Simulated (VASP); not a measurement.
# Cd (P6_3/mmc) in VASP: further runs, part 2 of 2

VASP 6.6.1. The steps go on from the part before.

## 4. Single point, PBE

Contents of INCAR:

```
  ALGO = Normal
  EDIFF = 1E-6
  ENCUT = 520
  GGA = PE
  ISIF = 2
  ISMEAR = 1
  LASPH = True
  LCHARG = True
  LELF = True
  LREAL = False
  LVHAR = True
  LWAVE = False
  NBANDS = 32
  NELM = 100
  PREC = Accurate
  SIGMA = 0.1
```

Contents of KPOINTS:

```
k-points
0
Gamma
  5 5 2
```

Contents of POSCAR:

```
Cd
1.0
    3.0930676400      0.0000000000      0.0000000000
   -1.5465338200      2.6786751500      0.0000000000
    0.0000000000      0.0000000000     10.4307369600
Cd
4
Direct
    0.0000000000      0.0000000000      0.0000000000
    0.3333333333      0.6666666667      0.2500000000
    0.0000000000      0.0000000000      0.5000000000
    0.6666666667      0.3333333333      0.7500000000
```

Potentials or basis: VASP PAW PBE potentials, release 64 (Cd).

The run is started by

```
$ cat potpaw_PBE.64/Cd/POTCAR > POTCAR
$ mpirun -np 1 vasp_std > vasp.out
```

OUTCAR:

```text
EDIFF = 1E-6
   ENCUT = 520
   GGA = PE
   ISIF = 2
   ISMEAR = 1
   LASPH = True
   LREAL = False
   NELM = 100
   PREC = Accurate

 ion  position               nearest neighbor table
   1  0.000  0.000  0.000-   2 3.16   4 3.16   4 3.16   2 3.16   4 3.16   2 3.16
   2  0.333  0.667  0.250-   1 3.16   3 3.16   1 3.16   3 3.16   1 3.16   3 3.16
   3  0.000  0.000  0.500-   2 3.16   4 3.16   4 3.16   2 3.16   4 3.16   2 3.16
   4  0.667  0.333  0.750-   1 3.16   3 3.16   1 3.16   3 3.16   1 3.16   3 3.16

  LATTYP: Found a hexagonal cell.
 ALAT       =     3.0930676400
 C/A-ratio  =     3.3722951367

  Lattice vectors:

 A1 = (   3.0930676400,   0.0000000000,   0.0000000000)
 A2 = (  -1.5465338200,   2.6786751500,   0.0000000000)
 A3 = (   0.0000000000,   0.0000000000,  10.4307369600)

Analysis of symmetry for initial positions (statically):
=====================================================================
 Subroutine PRICEL returns:
 Original cell was already a primitive cell.

 Routine SETGRP: Setting up the symmetry group for a
 hexagonal supercell.

 Subroutine GETGRP returns: Found 24 space group operations
 (whereof 12 operations were pure point group operations)
 out of a pool of 24 trial point group operations.

The static configuration has the point symmetry D_3d.
 The point group associated with its full space group is D_6h.

Analysis of symmetry for dynamics (positions and initial velocities):
=====================================================================
 Subroutine PRICEL returns:
 Original cell was already a primitive cell.

 Routine SETGRP: Setting up the symmetry group for a
 hexagonal supercell.

 Subroutine GETGRP returns: Found 24 space group operations
 (whereof 12 operations were pure point group operations)
 out of a pool of 24 trial point group operations.

The dynamic configuration has the point symmetry D_3d.
 The point group associated with its full space group is D_6h.

 Subroutine INISYM returns: Found 24 space group operations
 (whereof 12 operations are pure point group operations),
 and found     1 'primitive' translations

----------------------------------------------------------------------------------------

                                     Primitive cell

  volume of cell :      86.4220

  direct lattice vectors                    reciprocal lattice vectors
     3.093067640  0.000000000  0.000000000     0.323303631  0.186659439  0.000000000
    -1.546533820  2.678675150  0.000000000     0.000000000  0.373318877  0.000000000
     0.000000000  0.000000000 10.430736960     0.000000000  0.000000000  0.095870503

  length of vectors
     3.093067640  3.093067638 10.430736960     0.373318877  0.373318877  0.095870503

  position of ions in fractional coordinates (direct lattice)
     0.000000000  0.000000000  0.000000000
     0.333333333  0.666666667  0.250000000
     0.000000000  0.000000000  0.500000000
     0.666666667  0.333333333  0.750000000

  ion indices of the primitive-cell ions
   primitive index   ion index
[... 24 lines left out ...]
     0.000000000  0.000000000  0.000000000

 Subroutine IBZKPT returns following result:
 ===========================================

 Found     10 irreducible k-points:

 Following reciprocal coordinates:
            Coordinates               Weight
  0.000000  0.000000  0.000000      1.000000
  0.200000  0.000000  0.000000      6.000000
  0.400000  0.000000  0.000000      6.000000
  0.200000  0.200000  0.000000      6.000000
  0.400000  0.200000  0.000000      6.000000
  0.000000  0.000000  0.500000      1.000000
  0.200000  0.000000  0.500000      6.000000
  0.400000  0.000000  0.500000      6.000000
  0.200000  0.200000  0.500000      6.000000
  0.400000  0.200000  0.500000      6.000000
   k-points           NKPTS =     10   k-points in BZ     NKDIM =     10   number of bands    NBANDS=     32
   number of dos      NEDOS =    301   number of ions     NIONS =      4
   total plane-waves  NPLWV =  46080
   dimension x,y,z NGX =    24 NGY =   24 NGZ =   80
   dimension x,y,z NGXF=    48 NGYF=   48 NGZF=  160
   ions per type =               4
   NGX,Y,Z   is equivalent  to a cutoff of  12.90, 12.90, 12.75 a.u.
   NGXF,Y,Z  is equivalent  to a cutoff of  25.80, 25.80, 25.50 a.u.
 SYSTEM =  unknown system
   PREC   = accura    normal or accurate (medium, high low for compatibility)
   ISTART =      0    job   : 0-new  1-cont  2-samecut
   ICHARG =      2    charge: 1-file 2-atom 10-const
   ISPIN  =      1    spin polarized calculation?
   LNONCOLLINEAR =      F non collinear calculations
   LSORBIT =      F    spin-orbit coupling
   LASPH  =      T    aspherical Exc in radial PAW
   ENCUT  =  520.0 eV  38.22 Ry    6.18 a.u.   5.75  5.75 19.39*2*pi/ulx,y,z
   NELM   =    100;   NELMIN=  2; NELMDL= -5     # of ELM steps
   EDIFF  = 0.1E-05   stopping-criterion for ELM
   LREAL  =      F    real-space projection
   EDIFFG = 0.1E-04   stopping-criterion for IOM
   NSW    =      0    number of steps for IOM
   IBRION =     -1    ionic relax: 0-MD 1-quasi-New 2-CG
   NFREE  =      0    steps in history (QN), initial steepest desc. (CG)
   ISIF   =      2    stress and relaxation
   ISYM   =      2    0-nonsym 1-usesym 2-fastsym
   POTIM  = 0.5000    time-step for ionic-motion
   TEBEG  =    0.0;   TEEND  =   0.0 temperature during run
   PSTRESS=    0.0 pullay stress
   NELECT =      48.0000    total number of electrons
   NUPDOWN=      -1.0000    fix difference up-down
   EMIN   =  10.00;   EMAX   =-10.00  energy-range for DOS
   EFERMI =   0.00;   METHOD = LEGACY
   ISMEAR =     1;   SIGMA  =   0.10  broadening in eV -4-tet -1-fermi 0-gaus
   EFERMI_NEDOS =   21; number of points for ismear=-14 and -15
   IALGO  =     38    algorithm
   IMIX   =      4    mixing-type and parameters
     AMIX     =   0.40;   BMIX     =  1.00
     AMIX_MAG =   1.60;   BMIX_MAG =  1.00
  volume/ion in A,a.u.               =      21.61       145.80
  Fermi-wavevector in a.u.,A,eV,Ry     =   1.345696  2.542997 24.638774  1.810899
  Thomas-Fermi vector in A             =   2.473588
   LORBIT       =      0    0 simple, 1 ext, 2 COOP (PROOUT), +10 PAW based schemes
   GGA     = PE    functional components
   LHFCALC =     F    Hartree Fock is set to
   AEXX    =    0.0000 exact exchange contribution
   IVDW    =     0    specifies the selected vdW correction
   LEPSILON=     F    determine dielectric tensor
   LRPA    =     F    only Hartree local field effects (RPA)
 non-spin polarized calculation
 Methfessel and Paxton  Order N= 1 SIGMA  =   0.10
  energy-cutoff  :      520.00
  volume of cell :       86.42
 maximum number of plane-waves:      2338
 NGX is ok and might be reduce to    24
   NGX = 11   NGY = 11   NGZ = 39

 number of electron      48.0000039 magnetization

 Free energy of the ion-electron system (eV)
  ---------------------------------------------------
  ext. energy  EPLUGINS =         0.00000000
  ---------------------------------------------------
  free energy    TOTEN  =        -2.95630651 eV

  energy without entropy =       -2.95183180  energy(sigma->0) =       -2.95481494

 E-fermi :   3.0772     XC(G=0): -11.0458

 val. band max:        3.0692626267   @ k =   0.4000   0.2000   0.0000
 cond. band min:       3.1020274547   @ k =   0.4000   0.0000   0.0000
 fundamental gap:      0.0327648280
 Fermi energy:         3.0772404772

 k-point     1 :       0.0000    0.0000    0.0000
  band No.  band energies     occupation
      1      -6.8020      2.00000
      2      -6.6241      2.00000
      3      -6.5124      2.00000
      4      -6.3389      2.00000
      5      -6.3056      2.00000
      6      -6.3056      2.00000
[... 339 lines left out ...]
     31       9.2465      0.00000
     32       9.2465      0.00000

------------------------ aborting loop because EDIFF is reached ----------------------------------------

  FORCE on cell =-STRESS in cart. coord.  units (eV):
  Direction    XX          YY          ZZ          XY          YZ          ZX
  --------------------------------------------------------------------------------------
  -------------------------------------------------------------------------------------
  Total        1.7233536      1.7233536     -0.0084952     -0.0000000     -0.0000000      0.0000000
  in kB       31.9492386     31.9492386     -0.1574921     -0.0000000     -0.0000000      0.0000000
  external PRESSURE =      21.2469950 kB  Pullay stress =       0.0000000 kB

 VOLUME and BASIS-vectors are now :
 -----------------------------------------------------------------------------
  energy-cutoff  :      520.00
  volume of cell :       86.42
      direct lattice vectors                 reciprocal lattice vectors
     3.093067640  0.000000000  0.000000000     0.323303631  0.186659439  0.000000000
    -1.546533820  2.678675150  0.000000000     0.000000000  0.373318877  0.000000000
     0.000000000  0.000000000 10.430736960     0.000000000  0.000000000  0.095870503

 POSITION                                       TOTAL-FORCE (eV/Angst)
 -----------------------------------------------------------------------------------
      0.00000      0.00000      0.00000        -0.000000      0.000000      0.000000
     -0.00000      1.78578      2.60768        -0.000000      0.000000      0.000000
      0.00000      0.00000      5.21537        -0.000000      0.000000      0.000000
      1.54653      0.89289      7.82305         0.000000     -0.000000      0.000000
 -----------------------------------------------------------------------------------
    total drift:                               -0.000000      0.000000     -0.000000

  FREE ENERGIE OF THE ION-ELECTRON SYSTEM (eV)
  ---------------------------------------------------
  free  energy   TOTEN  =        -2.9563065071 eV

  energy  without entropy=       -2.9518318027  energy(sigma->0) =       -2.95481494
```

OSZICAR:

```text
N       E                     dE             d eps       ncg     rms          rms(c)
DAV:   1     0.394413967622E+03    0.39441E+03   -0.25791E+04   656   0.152E+03
DAV:   2     0.766331783448E+01   -0.38675E+03   -0.36855E+03   656   0.407E+02
DAV:   3    -0.312614265019E+01   -0.10789E+02   -0.10717E+02   752   0.786E+01
DAV:   4    -0.315588370440E+01   -0.29741E-01   -0.29735E-01   696   0.367E+00
DAV:   5    -0.315596293709E+01   -0.79233E-04   -0.79233E-04   776   0.181E-01    0.631E+00
DAV:   6    -0.296421406419E+01    0.19175E+00   -0.54289E-01   712   0.699E+00    0.506E+00
DAV:   7    -0.295567026322E+01    0.85438E-02   -0.79094E-02   752   0.211E+00    0.217E+00
DAV:   8    -0.295616786930E+01   -0.49761E-03   -0.98052E-03   680   0.113E+00    0.194E-01
DAV:   9    -0.295622751607E+01   -0.59647E-04   -0.28519E-04   768   0.290E-01    0.504E-02
DAV:  10    -0.295628547559E+01   -0.57960E-04   -0.38766E-05   704   0.728E-02    0.246E-02
DAV:  11    -0.295630668614E+01   -0.21211E-04   -0.18012E-05   712   0.383E-02    0.527E-03
DAV:  12    -0.295630650713E+01    0.17901E-06   -0.39258E-07   424   0.901E-03
   1 F= -.29563065E+01 E0= -.29548149E+01  d E =-.447470E-02
```

Run time: 25 s. Hardware: 1 thread of AMD EPYC 9R14 (Zen 4), shared host; peak memory 0.17 GiB.

What came out:

```yaml
Free_energy: -2.9563 eV
Pressure: 2.1 GPa
Band_gap_on_the_k_mesh: zero (band 24 reaches 3.28 eV, above the bottom of band 25 at 1.21 eV)
```

Stress tensor (GPa, compression positive):
```
 3.19  0.00  0.00
 0.00  3.19  0.00
 0.00  0.00 -0.02
```

Caveat: the k points lie up to 0.47 Å⁻¹ apart.

## 5. Single point, PBE

Contents of INCAR:

```
PREC     = Accurate       # precision mode
ENCUT    = 520            # plane-wave cutoff, eV
EDIFF    = 1E-7           # SCF threshold, eV
ISMEAR   = 1              # smearing method
SIGMA    = 0.1            # smearing width, eV
LREAL    = False          # projectors in reciprocal space
LASPH    = True           # aspherical terms in the spheres
NELM     = 80             # most SCF steps
ALGO     = Normal         # electronic algorithm
ISIF     = 2              # what is computed and relaxed
LWAVE    = False          # write WAVECAR
LCHARG   = False          # write CHGCAR
GGA      = PE             # functional
NBANDS   = 32             # bands
```

Contents of KPOINTS:

```
regular mesh
0
Gamma
  7 7 2
```

POSCAR is that of step 4.

The run is started by

```
$ cat potpaw_PBE.64/Cd/POTCAR > POTCAR
$ mpirun -np 1 vasp_std > vasp.out
```

It took 31 s on 1 thread of AMD EPYC 9R14 (Zen 4), shared host; peak memory 0.18 GiB.

Results (log left out):

```yaml
Free_energy: -3.0257 eV
Pressure: 2.7 GPa
Band_gap_on_the_k_mesh: zero (band 24 reaches 3.73 eV, above the bottom of band 25 at 1.21 eV)
```

Stress tensor (GPa, compression positive):
```
1.50 0.00 0.00
0.00 1.50 0.00
0.00 0.00 5.06
```

Levels at points of the mesh, in eV from the Fermi level:
| k point | band 21 | band 22 | band 23 | band 24 | band 25 | band 26 | band 27 | band 28 |
| --- | --- | --- | --- | --- | --- | --- | --- | --- |
| (0.00, 0.00, 0.00) | -8.42 | -7.21 | -7.19 | -2.57 | -1.75 | 5.64 | 5.64 | 13.06 |
| (0.00, 0.00, 0.50) | -8.48 | -8.48 | -5.09 | -5.09 | 1.46 | 1.46 | 10.23 | 10.23 |

## 6. Single point, PBE

Contents of INCAR:

```
PREC     = Accurate       # precision mode
ENCUT    = 520            # plane-wave cutoff, eV
EDIFF    = 1E-7           # SCF threshold, eV
ISMEAR   = 1              # smearing method
SIGMA    = 0.1            # smearing width, eV
LREAL    = F              # projectors in reciprocal space
LASPH    = T              # aspherical terms in the spheres
NELM     = 80             # most SCF steps
ALGO     = Normal         # electronic algorithm
ISIF     = 2              # what is computed and relaxed
LWAVE    = F              # write WAVECAR
LCHARG   = T              # write CHGCAR
GGA      = PE             # functional
LELF     = T              # ELF
LVHAR    = T            
NBANDS   = 32             # bands
```

Contents of KPOINTS:

```
regular mesh
0
Gamma
  8 8 3
```

POSCAR is that of step 5.

Potentials or basis: VASP PAW PBE potentials, release 64 (Cd).

The run is started by

```
$ cat potpaw_PBE.64/Cd/POTCAR > POTCAR
$ mpirun -np 1 vasp_std > vasp.out
```

It took 46 s on 1 thread of AMD EPYC 9R14 (Zen 4), shared host; peak memory 0.17 GiB.

The run converged. Its results:

```yaml
Free_energy: -2.9356 eV
Pressure: 2.5 GPa
Band_gap_on_the_k_mesh: zero (band 24 reaches 4.68 eV, above the bottom of band 25 at 1.21 eV)
```

Stress tensor (GPa, compression positive):
```
2.77 0.00 0.00
0.00 2.77 0.00
0.00 0.00 1.83
```

Levels at points of the mesh, in eV from the Fermi level:
| k point | band 21 | band 22 | band 23 | band 24 | band 25 | band 26 | band 27 | band 28 |
| --- | --- | --- | --- | --- | --- | --- | --- | --- |
| (0.00, 0.00, 0.00) | -8.57 | -7.35 | -7.34 | -2.72 | -1.90 | 5.50 | 5.50 | 12.91 |
| (0.50, 0.00, 0.00) | -2.76 | -2.61 | -1.76 | -1.74 | -0.57 | -0.43 | 2.76 | 3.32 |

## 7. Single point, PBE

Contents of INCAR:

```
PREC = Accurate ; ENCUT = 520
EDIFF = 1E-6 ; ISMEAR = 1
SIGMA = 0.1 ; LREAL = F
LASPH = T ; NELM = 60
ALGO = Normal ; ISIF = 2
LWAVE = F ; LCHARG = F
GGA = PE ; NBANDS = 32
```

Contents of KPOINTS:

```
Automatic mesh
0
Gamma
  10 10 3
```

POSCAR is that of step 6.

The run is started by

```
$ cat potpaw_PBE.64/Cd/POTCAR > POTCAR
$ mpirun -np 1 vasp_std > vasp.out
```

Wall time 54 s (1 thread of AMD EPYC 9R14 (Zen 4), shared host); peak memory 0.19 GiB.

It converged, with:

* Free energy: -2.9143 eV
* Pressure: 3.0 GPa
* Band gap on the k mesh: zero (band 24 reaches 3.79 eV, above the bottom of band 25 at 1.22 eV)

Stress tensor (GPa, compression positive):
```
3.16 0.00 0.00
0.00 3.16 0.00
0.00 0.00 2.61
```

Levels at points of the mesh, in eV from the Fermi level:
```csv
k point,band 21,band 22,band 23,band 24,band 25,band 26,band 27,band 28
"(0.00, 0.00, 0.00)",-8.64,-7.43,-7.41,-2.79,-1.97,5.42,5.42,12.84
"(0.50, 0.00, 0.00)",-2.84,-2.68,-1.85,-1.81,-0.63,-0.52,2.69,3.24
```

## 8. Overview

| k mesh | gap on the mesh (eV) | pressure (GPa) |
| --- | --- | --- |
| 3 × 3 × 1 | none | 8.0 |
| 4 × 4 × 1 | none | 1.6 |
| 5 × 5 × 2 | none | 2.1 |
| 7 × 7 × 2 | none | 2.7 |
| 8 × 8 × 3 | none | 2.5 |
| 10 × 10 × 3 | none | 3.0 |

Alike in all rows: task single point; level PBE; potentials or basis VASP PAW PBE potentials, release 64 (Cd); no spin polarisation; cell as given; cutoff (eV) 520; smearing methfessel-paxton 0.1 eV.

Caveats: some runs use coarse meshes.

Total energies depend on the potentials used, so only differences within one code and one set of settings carry meaning.
